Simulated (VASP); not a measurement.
# BN (F-43m) in VASP: a series of runs, part 2 of 2

VASP 6.6.1.

**4. Single point, PBEsol**

INCAR reads:

```
SYSTEM = BN
PREC = Accurate ; ENCUT = 520
EDIFF = 1E-6 ; ISMEAR = 0
SIGMA = 0.01 ; LREAL = .FALSE.
LASPH = .TRUE. ; NELM = 80
ALGO = Normal ; ISIF = 2
LWAVE = .FALSE. ; LCHARG = .FALSE.
GGA = PS ; NBANDS = 11
```

KPOINTS reads:

```
Automatic mesh
0
G
  12 12 12
  0 0 0
```

POSCAR reads:

```
BN
1.0
    0.0000000000      1.8028454611      1.8028454611
    1.8028454611      0.0000000000      1.8028454611
    1.8028454611      1.8028454611      0.0000000000
B N
1 1
Direct
    0.0000000000      0.0000000000      0.0000000000
    0.7500000000      0.7500000000      0.7500000000
```

Potentials or basis: VASP PAW PBE potentials, release 64 (B, N).

Started as:

```sh
$ cat potpaw_PBE.64/B/POTCAR potpaw_PBE.64/N/POTCAR > POTCAR
$ mpirun -np 1 vasp_std > vasp.out
```

OUTCAR:

```text
SYSTEM = BN
   PREC = Accurate
   ENCUT = 520
   EDIFF = 1E-6
   ISMEAR = 0
   LREAL = .FALSE.
   LASPH = .TRUE.
   NELM = 80
   ISIF = 2
   GGA = PS

 ion  position               nearest neighbor table
   1  0.000  0.000  0.000-   2 1.56   2 1.56   2 1.56   2 1.56
   2  0.750  0.750  0.750-   1 1.56   1 1.56   1 1.56   1 1.56

  LATTYP: Found a face centered cubic cell.
 ALAT       =     3.6056909222

  Lattice vectors:

 A1 = (   0.0000000000,   1.8028454611,   1.8028454611)
 A2 = (   1.8028454611,   0.0000000000,   1.8028454611)
 A3 = (   1.8028454611,   1.8028454611,   0.0000000000)

Analysis of symmetry for initial positions (statically):
=====================================================================
 Subroutine PRICEL returns:
 Original cell was already a primitive cell.

 Routine SETGRP: Setting up the symmetry group for a
 face centered cubic supercell.

 Subroutine GETGRP returns: Found 24 space group operations
 (whereof 24 operations were pure point group operations)
 out of a pool of 48 trial point group operations.

The static configuration has the point symmetry T_d .

Analysis of symmetry for dynamics (positions and initial velocities):
=====================================================================
 Subroutine PRICEL returns:
 Original cell was already a primitive cell.

 Routine SETGRP: Setting up the symmetry group for a
 face centered cubic supercell.

 Subroutine GETGRP returns: Found 24 space group operations
 (whereof 24 operations were pure point group operations)
 out of a pool of 48 trial point group operations.

The dynamic configuration has the point symmetry T_d .

 Subroutine INISYM returns: Found 24 space group operations
 (whereof 24 operations are pure point group operations),
 and found     1 'primitive' translations

----------------------------------------------------------------------------------------

                                     Primitive cell

  volume of cell :      11.7194

[... 115 lines left out ...]
   AEXX    =    0.0000 exact exchange contribution
   IVDW    =     0    specifies the selected vdW correction
   LEPSILON=     F    determine dielectric tensor
   LRPA    =     F    only Hartree local field effects (RPA)
 non-spin polarized calculation
 Gauss-broadening in eV      SIGMA  =   0.01
  energy-cutoff  :      520.00
  volume of cell :       11.72
 maximum number of plane-waves:       332
   NGX =  9   NGY =  9   NGZ =  9

 number of electron       7.9999999 magnetization

 Free energy of the ion-electron system (eV)
  ---------------------------------------------------
  ext. energy  EPLUGINS =         0.00000000
  ---------------------------------------------------
  free energy    TOTEN  =       -18.34684991 eV

  energy without entropy =      -18.34684991  energy(sigma->0) =      -18.34684991

 E-fermi :   7.5020     XC(G=0): -13.0540

 val. band max:        7.4583839439   @ k =   0.0000   0.0000   0.0000
 cond. band min:      11.7431849063   @ k =   0.5000   0.5000   0.0000
 fundamental gap:      4.2848009623
 Fermi energy:         7.5020238846

 k-point     1 :       0.0000    0.0000    0.0000
  band No.  band energies     occupation
      1     -12.8831      2.00000
      2       7.4584      2.00000
      3       7.4584      2.00000
      4       7.4584      2.00000
      5      16.2563      0.00000
      6      16.2563      0.00000
      7      16.2563      0.00000
      8      17.8510      0.00000
      9      32.1135      0.00000
     10      35.2430      0.00000
     11      35.2430      0.00000
[... 309 lines left out ...]
 k-point    24 :      -0.4167    0.1667    0.0000
  band No.  band energies     occupation
      1      -8.2084      2.00000
      2      -2.6878      2.00000
      3       3.2838      2.00000
      4       4.8549      2.00000
      5      16.6797      0.00000
      6      19.6896      0.00000
      7      19.6914      0.00000
      8      23.1586      0.00000
      9      28.3996      0.00000
     10      32.7413      0.00000
     11      34.1721      0.00000

 [... further k-points ...]

------------------------ aborting loop because EDIFF is reached ----------------------------------------

  FORCE on cell =-STRESS in cart. coord.  units (eV):
  Direction    XX          YY          ZZ          XY          YZ          ZX
  --------------------------------------------------------------------------------------
  -------------------------------------------------------------------------------------
  Total        0.0456291      0.0456291      0.0456291     -0.0000000     -0.0000000     -0.0000000
  in kB        6.2380228      6.2380228      6.2380228     -0.0000000     -0.0000000     -0.0000000
  external PRESSURE =       6.2380228 kB  Pullay stress =       0.0000000 kB

 VOLUME and BASIS-vectors are now :
 -----------------------------------------------------------------------------
  energy-cutoff  :      520.00
  volume of cell :       11.72
      direct lattice vectors                 reciprocal lattice vectors
     0.000000000  1.802845461  1.802845461    -0.277339356  0.277339356  0.277339356
     1.802845461  0.000000000  1.802845461     0.277339356 -0.277339356  0.277339356
     1.802845461  1.802845461  0.000000000     0.277339356  0.277339356 -0.277339356

 POSITION                                       TOTAL-FORCE (eV/Angst)
 -----------------------------------------------------------------------------------
      0.00000      0.00000      0.00000         0.000000      0.000000      0.000000
      2.70427      2.70427      2.70427        -0.000000     -0.000000     -0.000000
 -----------------------------------------------------------------------------------
    total drift:                               -0.000000     -0.000000     -0.000000

  FREE ENERGIE OF THE ION-ELECTRON SYSTEM (eV)
  ---------------------------------------------------
  free  energy   TOTEN  =       -18.3468499084 eV

  energy  without entropy=      -18.3468499084  energy(sigma->0) =      -18.34684991
```

OSZICAR:

```text
N       E                     dE             d eps       ncg     rms          rms(c)
DAV:   1     0.100991215995E+02    0.10099E+02   -0.49689E+03  1643   0.724E+02
DAV:   2    -0.187619073022E+02   -0.28861E+02   -0.27944E+02  1911   0.166E+02
DAV:   3    -0.193034094239E+02   -0.54150E+00   -0.54059E+00  1857   0.193E+01
DAV:   4    -0.193040444484E+02   -0.63502E-03   -0.63500E-03  1704   0.731E-01
DAV:   5    -0.193040449812E+02   -0.53280E-06   -0.53282E-06  1851   0.212E-02    0.660E+00
DAV:   6    -0.184534582785E+02    0.85059E+00   -0.26643E+00  1665   0.937E+00    0.328E+00
DAV:   7    -0.183674968337E+02    0.85961E-01   -0.10228E-01  1782   0.255E+00    0.188E+00
DAV:   8    -0.183468323384E+02    0.20664E-01   -0.32834E-02  1785   0.125E+00    0.182E-01
DAV:   9    -0.183468290169E+02    0.33215E-05   -0.84435E-04  1701   0.245E-01    0.797E-02
DAV:  10    -0.183468480636E+02   -0.19047E-04   -0.61925E-05  1763   0.689E-02    0.132E-02
DAV:  11    -0.183468498793E+02   -0.18156E-05   -0.41082E-06  1766   0.155E-02    0.838E-03
DAV:  12    -0.183468499084E+02   -0.29161E-07   -0.98235E-07   825   0.667E-03
   1 F= -.18346850E+02 E0= -.18346850E+02  d E =-.524736E-13
```

stdout:

```text
POSCAR found type information on POSCAR B N
 POSCAR found :  2 types and       2 ions
 scaLAPACK will be used
 -----------------------------------------------------------------------------
|                                                                             |
|                                                                             |
|     You enforced a specific xc type in the INCAR file but a different       |
|     I HOPE YOU KNOW WHAT YOU ARE DOING!                                     |
|                                                                             |
 -----------------------------------------------------------------------------

 LDA part: xc-table for (Slater+PW92), standard interpolation
 POSCAR, INCAR and KPOINTS ok, starting setup
 FFT: planning ... GRIDC
 FFT: planning ... GRID_SOFT
 FFT: planning ... GRID
 WAVECAR not read
 entering main loop
```

Run time: 5.7 s. Hardware: 1 thread of Intel Xeon 6975P-C, shared host; peak memory 0.12 GiB.

What came out:

```yaml
Free_energy: -18.3468 eV
Pressure: 0.6 GPa
Band_gap_on_the_k_mesh: 4.28 eV, indirect (least direct gap 8.80 eV)
```

Caveat: the PAW data sets were made with another functional, which shifts forces and pressure a little. PBEsol gaps usually lie below the measured ones, often by a third to a half.

**5. Summary**

```tsv
task	cell	cutoff (eV)	smearing	gap on the mesh (eV)	pressure (GPa)
relaxation of cell and atoms	relaxed to 50 GPa from a = 2.550 Å, angles 60.0°, 2 atoms	600	gaussian 0.01 eV	4.39	50.0
single point	a = 2.550 Å, angles 60.0°, 2 atoms	520	gaussian 0.02 eV	4.28	0.6
single point	a = 2.550 Å, angles 60.0°, 2 atoms	520	gaussian 0.01 eV	4.28	0.6
```

Alike in all rows: level PBEsol; potentials or basis VASP PAW PBE potentials, release 64 (B, N); no spin polarisation; k mesh 12 × 12 × 12.

Caveats: the PAW data sets were made with another functional, which shifts forces and pressure a little; the cell is relaxed towards a set pressure, so the enthalpy falls and the energy may rise (some runs).

Absolute energies hang on the potentials; compare differences alone.
